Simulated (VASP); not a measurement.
# YSe (Fm-3m) in VASP: further runs

Runs on YSe. Level: LDA. Tasks: single point, relaxation of cell and atoms.

Everything below comes from runs of VASP 6.6.1. Logs are shortened: lines on timing, memory, paths and dates and some standing lists are left out, and cuts for length are marked.

## 1. The cell of the first run

The structure is cubic, space group Fm-3m (No. 225). The conventional cell has a = 5.588 Å, b = 5.588 Å, c = 5.588 Å, α = 90.00°, β = 90.00°, γ = 90.00°. Within 3.7 Å of Y (site symmetry m-3m) lie 6 Se at 2.79 Å. Se (site symmetry m-3m) has 6 Y at 2.79 Å within 3.7 Å.

## 2. Single point, LDA

File INCAR:

```
PREC = Accurate ; ENCUT = 520
EDIFF = 1E-6 ; ISMEAR = -1
SIGMA = 0.15 ; LREAL = F
LASPH = T ; NELM = 60
ALGO = Normal ; ISIF = 2
LWAVE = F ; LCHARG = F
GGA = CA ; NBANDS = 16
```

File KPOINTS:

```
regular mesh
0
Gamma
  12 12 12
```

File POSCAR:

```
YSe
1.0
    0.0000000000      2.7937578697      2.7937578697
    2.7937578697      0.0000000000      2.7937578697
    2.7937578697      2.7937578697      0.0000000000
Y Se
1 1
Direct
    0.0000000000      0.0000000000      0.0000000000
    0.5000000000      0.5000000000      0.5000000000
```

Potentials or basis: VASP PAW LDA potentials, release 64 (Y_sv, Se).

On the command line:

```bash
> cat potpaw_LDA.64/Y_sv/POTCAR potpaw_LDA.64/Se/POTCAR > POTCAR
> mpirun -np 1 vasp_std > vasp.out
```

OUTCAR:

```text
PREC = Accurate
   ENCUT = 520
   EDIFF = 1E-6
   ISMEAR = -1
   LREAL = F
   LASPH = T
   NELM = 60
   ISIF = 2
   GGA = CA

 ion  position               nearest neighbor table
   1  0.000  0.000  0.000-   2 2.79   2 2.79   2 2.79   2 2.79   2 2.79   2 2.79
   2  0.500  0.500  0.500-   1 2.79   1 2.79   1 2.79   1 2.79   1 2.79   1 2.79

  LATTYP: Found a face centered cubic cell.
 ALAT       =     5.5875157394

  Lattice vectors:

 A1 = (   0.0000000000,   2.7937578697,   2.7937578697)
 A2 = (   2.7937578697,   0.0000000000,   2.7937578697)
 A3 = (   2.7937578697,   2.7937578697,   0.0000000000)

Analysis of symmetry for initial positions (statically):
=====================================================================
 Subroutine PRICEL returns:
 Original cell was already a primitive cell.

 Routine SETGRP: Setting up the symmetry group for a
 face centered cubic supercell.

 Subroutine GETGRP returns: Found 48 space group operations
 (whereof 48 operations were pure point group operations)
 out of a pool of 48 trial point group operations.

The static configuration has the point symmetry O_h .

Analysis of symmetry for dynamics (positions and initial velocities):
=====================================================================
 Subroutine PRICEL returns:
 Original cell was already a primitive cell.

 Routine SETGRP: Setting up the symmetry group for a
 face centered cubic supercell.

 Subroutine GETGRP returns: Found 48 space group operations
 (whereof 48 operations were pure point group operations)
 out of a pool of 48 trial point group operations.

The dynamic configuration has the point symmetry O_h .

 Subroutine INISYM returns: Found 48 space group operations
 (whereof 48 operations are pure point group operations),
 and found     1 'primitive' translations

----------------------------------------------------------------------------------------

                                     Primitive cell

  volume of cell :      43.6110

  direct lattice vectors                    reciprocal lattice vectors
     0.000000000  2.793757870  2.793757870    -0.178970413  0.178970413  0.178970413
     2.793757870  0.000000000  2.793757870     0.178970413 -0.178970413  0.178970413
     2.793757870  2.793757870  0.000000000     0.178970413  0.178970413 -0.178970413

  length of vectors
     3.950970269  3.950970269  3.950970269     0.309985849  0.309985849  0.309985849

  position of ions in fractional coordinates (direct lattice)
     0.000000000  0.000000000  0.000000000
     0.500000000  0.500000000  0.500000000

  ion indices of the primitive-cell ions
   primitive index   ion index
                 1           1
                 2           2

----------------------------------------------------------------------------------------

 KPOINTS: regular mesh

Automatic generation of k-mesh.
 Grid dimensions read from file:
 generate k-points for:   12   12   12

 Generating k-lattice:

  Cartesian coordinates                     Fractional coordinates (reciprocal lattice)
    -0.014914201  0.014914201  0.014914201     0.083333333  0.000000000  0.000000000
     0.014914201 -0.014914201  0.014914201     0.000000000  0.083333333  0.000000000
     0.014914201  0.014914201 -0.014914201     0.000000000  0.000000000  0.083333333

  Length of vectors
     0.025832154  0.025832154  0.025832154

  Shift w.r.t. Gamma in fractional coordinates (k-lattice)
     0.000000000  0.000000000  0.000000000

 Subroutine IBZKPT returns following result:
 ===========================================

 Found     72 irreducible k-points:

 Following reciprocal coordinates:
            Coordinates               Weight
  0.000000  0.000000  0.000000      1.000000
  0.083333  0.000000  0.000000      8.000000
  0.166667  0.000000  0.000000      8.000000
  0.250000  0.000000  0.000000      8.000000
  0.333333  0.000000  0.000000      8.000000
  0.416667  0.000000  0.000000      8.000000
[... 16 lines left out ...]
  0.500000  0.166667  0.000000     24.000000
 -0.416667  0.166667  0.000000     24.000000
 [... further k-points ...]
   k-points           NKPTS =     72   k-points in BZ     NKDIM =     72   number of bands    NBANDS=     16
   number of dos      NEDOS =    301   number of ions     NIONS =      2
   total plane-waves  NPLWV =  27000
   dimension x,y,z NGX =    30 NGY =   30 NGZ =   30
   dimension x,y,z NGXF=    60 NGYF=   60 NGZF=   60
   ions per type =               1   1
   NGX,Y,Z   is equivalent  to a cutoff of  12.62, 12.62, 12.62 a.u.
   NGXF,Y,Z  is equivalent  to a cutoff of  25.25, 25.25, 25.25 a.u.
 SYSTEM =  unknown system
   PREC   = accura    normal or accurate (medium, high low for compatibility)
   ISTART =      0    job   : 0-new  1-cont  2-samecut
   ICHARG =      2    charge: 1-file 2-atom 10-const
   ISPIN  =      1    spin polarized calculation?
   LNONCOLLINEAR =      F non collinear calculations
   LSORBIT =      F    spin-orbit coupling
   LASPH  =      T    aspherical Exc in radial PAW
   ENCUT  =  520.0 eV  38.22 Ry    6.18 a.u.   7.35  7.35  7.35*2*pi/ulx,y,z
   NELM   =     60;   NELMIN=  2; NELMDL= -5     # of ELM steps
   EDIFF  = 0.1E-05   stopping-criterion for ELM
   LREAL  =      F    real-space projection
   EDIFFG = 0.1E-04   stopping-criterion for IOM
   NSW    =      0    number of steps for IOM
   IBRION =     -1    ionic relax: 0-MD 1-quasi-New 2-CG
   NFREE  =      0    steps in history (QN), initial steepest desc. (CG)
   ISIF   =      2    stress and relaxation
   ISYM   =      2    0-nonsym 1-usesym 2-fastsym
   POTIM  = 0.5000    time-step for ionic-motion
   TEBEG  =    0.0;   TEEND  =   0.0 temperature during run
   PSTRESS=    0.0 pullay stress
   NELECT =      17.0000    total number of electrons
   NUPDOWN=      -1.0000    fix difference up-down
   EMIN   =  10.00;   EMAX   =-10.00  energy-range for DOS
   EFERMI =   0.00;   METHOD = LEGACY
   ISMEAR =    -1;   SIGMA  =   0.15  broadening in eV -4-tet -1-fermi 0-gaus
   EFERMI_NEDOS =   21; number of points for ismear=-14 and -15
   IALGO  =     38    algorithm
   IMIX   =      4    mixing-type and parameters
     AMIX     =   0.40;   BMIX     =  1.00
     AMIX_MAG =   1.60;   BMIX_MAG =  1.00
  volume/ion in A,a.u.               =      21.81       147.15
  Fermi-wavevector in a.u.,A,eV,Ry     =   1.195893  2.259910 19.458514  1.430160
  Thomas-Fermi vector in A             =   2.331847
   LORBIT       =      0    0 simple, 1 ext, 2 COOP (PROOUT), +10 PAW based schemes
   GGA     = CA    functional components
   LHFCALC =     F    Hartree Fock is set to
   AEXX    =    0.0000 exact exchange contribution
   IVDW    =     0    specifies the selected vdW correction
   LEPSILON=     F    determine dielectric tensor
   LRPA    =     F    only Hartree local field effects (RPA)
 non-spin polarized calculation
  energy-cutoff  :      520.00
  volume of cell :       43.61
 maximum number of plane-waves:      1211
 NGX is ok and might be reduce to    30
   NGX = 15   NGY = 15   NGZ = 15

 number of electron      17.0000001 magnetization

 Free energy of the ion-electron system (eV)
  ---------------------------------------------------
  ext. energy  EPLUGINS =         0.00000000
  ---------------------------------------------------
  free energy    TOTEN  =       -14.95914817 eV

  energy without entropy =      -14.89516924  energy(sigma->0) =      -14.92715870

 E-fermi :   6.4892     XC(G=0): -10.7953

 val. band max:        6.4635991946   @ k =  -0.0833   0.0833   0.0000
 cond. band min:       6.5068896239   @ k =   0.1667   0.0000   0.0000
 fundamental gap:      0.0432904293
 Fermi energy:         6.4891609656

 k-point     1 :       0.0000    0.0000    0.0000
  band No.  band energies     occupation
      1     -36.6294      2.00000
      2     -16.7365      2.00000
      3     -16.7365      2.00000
      4     -16.7365      2.00000
      5      -8.8839      2.00000
      6       3.5931      2.00000
[... 8 lines left out ...]
     15      12.8016      0.00000
     16      19.4274      0.00000

 k-point     2 :       0.0833    0.0000    0.0000
  band No.  band energies     occupation
      1     -36.6277      2.00000
      2     -16.7665      2.00000
      3     -16.7381      2.00000
      4     -16.7381      2.00000
      5      -8.8036      2.00000
      6       3.0783      2.00000
[... 8 lines left out ...]
     15      13.1187      0.00000
     16      18.3681      0.00000

 k-point     3 :       0.1667    0.0000    0.0000
  band No.  band energies     occupation
      1     -36.6231      2.00000
      2     -16.8464      2.00000
      3     -16.7424      2.00000
      4     -16.7424      2.00000
      5      -8.5801      2.00000
      6       2.0633      2.00000
[... 8 lines left out ...]
     15      13.9005      0.00000
     16      16.9249      0.00000

 k-point     4 :       0.2500    0.0000    0.0000
  band No.  band energies     occupation
      1     -36.6167      2.00000
      2     -16.9515      2.00000
      3     -16.7483      2.00000
      4     -16.7483      2.00000
      5      -8.2621      2.00000
      6       1.0337      2.00000
[... 8 lines left out ...]
     15      14.2943      0.00000
     16      16.0667      0.00000

 k-point     5 :       0.3333    0.0000    0.0000
  band No.  band energies     occupation
      1     -36.6104      2.00000
      2     -17.0524      2.00000
      3     -16.7541      2.00000
      4     -16.7541      2.00000
      5      -7.9239      2.00000
      6       0.1748      2.00000
[... 8 lines left out ...]
     15      14.4887      0.00000
     16      14.5981      0.00000

 k-point     6 :       0.4167    0.0000    0.0000
  band No.  band energies     occupation
      1     -36.6057      2.00000
      2     -17.1238      2.00000
      3     -16.7584      2.00000
      4     -16.7584      2.00000
      5      -7.6583      2.00000
      6      -0.4018      2.00000
[... 8 lines left out ...]
     15      13.4351      0.00000
     16      13.4351      0.00000

 k-point     7 :       0.5000    0.0000    0.0000
  band No.  band energies     occupation
      1     -36.6040      2.00000
      2     -17.1495      2.00000
      3     -16.7599      2.00000
      4     -16.7599      2.00000
      5      -7.5561      2.00000
      6      -0.6069      2.00000
[... 8 lines left out ...]
     15      13.0307      0.00000
     16      13.0307      0.00000

 k-point     8 :       0.0833    0.0833    0.0000
  band No.  band energies     occupation
      1     -36.6272      2.00000
      2     -16.7650      2.00000
      3     -16.7441      2.00000
      4     -16.7441      2.00000
      5      -8.7803      2.00000
      6       2.7455      2.00000
[... 8 lines left out ...]
     15      13.2207      0.00000
     16      18.3019      0.00000

 k-point     9 :       0.1667    0.0833    0.0000
  band No.  band energies     occupation
      1     -36.6235      2.00000
      2     -16.8235      2.00000
      3     -16.7522      2.00000
      4     -16.7461      2.00000
      5      -8.6147      2.00000
      6       2.0055      2.00000
[... 8 lines left out ...]
     15      13.8588      0.00000
     16      16.9721      0.00000
[... 172 lines left out ...]
 k-point    19 :       0.1667    0.1667    0.0000
  band No.  band energies     occupation
      1     -36.6210      2.00000
      2     -16.8352      2.00000
      3     -16.7647      2.00000
      4     -16.7647      2.00000
      5      -8.5315      2.00000
      6       1.5199      2.00000
[... 8 lines left out ...]
     15      14.3030      0.00000
     16      16.8185      0.00000

 k-point    20 :       0.2500    0.1667    0.0000
  band No.  band energies     occupation
      1     -36.6162      2.00000
      2     -16.8978      2.00000
      3     -16.7766      2.00000
      4     -16.7722      2.00000
      5      -8.3517      2.00000
      6       1.0074      2.00000
[... 8 lines left out ...]
     15      14.8382      0.00000
     16      15.3936      0.00000

 k-point    21 :       0.3333    0.1667    0.0000
  band No.  band energies     occupation
      1     -36.6104      2.00000
      2     -16.9787      2.00000
      3     -16.7847      2.00000
      4     -16.7808      2.00000
      5      -8.1188      2.00000
      6       0.5515      2.00000
[... 8 lines left out ...]
     15      14.1724      0.00000
     16      15.0575      0.00000

 k-point    22 :       0.4167    0.1667    0.0000
  band No.  band energies     occupation
      1     -36.6052      2.00000
      2     -17.0496      2.00000
      3     -16.7949      2.00000
      4     -16.7869      2.00000
      5      -7.8903      2.00000
      6       0.1669      2.00000
[... 8 lines left out ...]
     15      13.4919      0.00000
     16      14.3387      0.00000

 k-point    23 :       0.5000    0.1667    0.0000
  band No.  band energies     occupation
      1     -36.6019      2.00000
      2     -17.0925      2.00000
      3     -16.8109      2.00000
      4     -16.7826      2.00000
      5      -7.7284      2.00000
      6      -0.1076      2.00000
[... 8 lines left out ...]
     15      13.1558      0.00000
     16      14.1745      0.00000

 k-point    24 :      -0.4167    0.1667    0.0000
  band No.  band energies     occupation
      1     -36.6015      2.00000
      2     -17.0985      2.00000
      3     -16.8236      2.00000
      4     -16.7729      2.00000
      5      -7.6836      2.00000
      6      -0.1964      2.00000
[... 8 lines left out ...]
     15      13.8014      0.00000
     16      14.2631      0.00000

 [... further k-points ...]
[... 5 lines left out ...]
  --------------------------------------------------------------------------------------
  -------------------------------------------------------------------------------------
  Total        0.8765994      0.8765994      0.8765994      0.0000000     -0.0000000      0.0000000
  in kB       32.2044172     32.2044172     32.2044172      0.0000000     -0.0000000      0.0000000
  external PRESSURE =      32.2044172 kB  Pullay stress =       0.0000000 kB

 VOLUME and BASIS-vectors are now :
 -----------------------------------------------------------------------------
  energy-cutoff  :      520.00
  volume of cell :       43.61
      direct lattice vectors                 reciprocal lattice vectors
     0.000000000  2.793757870  2.793757870    -0.178970413  0.178970413  0.178970413
     2.793757870  0.000000000  2.793757870     0.178970413 -0.178970413  0.178970413
     2.793757870  2.793757870  0.000000000     0.178970413  0.178970413 -0.178970413

 POSITION                                       TOTAL-FORCE (eV/Angst)
 -----------------------------------------------------------------------------------
      0.00000      0.00000      0.00000         0.000000     -0.000000     -0.000000
      2.79376      2.79376      2.79376         0.000000      0.000000      0.000000
 -----------------------------------------------------------------------------------
    total drift:                               -0.000000      0.000000      0.000000

  FREE ENERGIE OF THE ION-ELECTRON SYSTEM (eV)
  ---------------------------------------------------
  free  energy   TOTEN  =       -14.9591481685 eV

  energy  without entropy=      -14.8951692367  energy(sigma->0) =      -14.92715870
```

It took 66 s on 1 thread of Intel Xeon Platinum 8175M at 2.50GHz (Skylake/Cascade Lake), shared host; peak memory 0.2 GiB.

Results:

* Free energy: -14.9591 eV
* Pressure: 3.2 GPa

(Continued in part 2 of 2.)
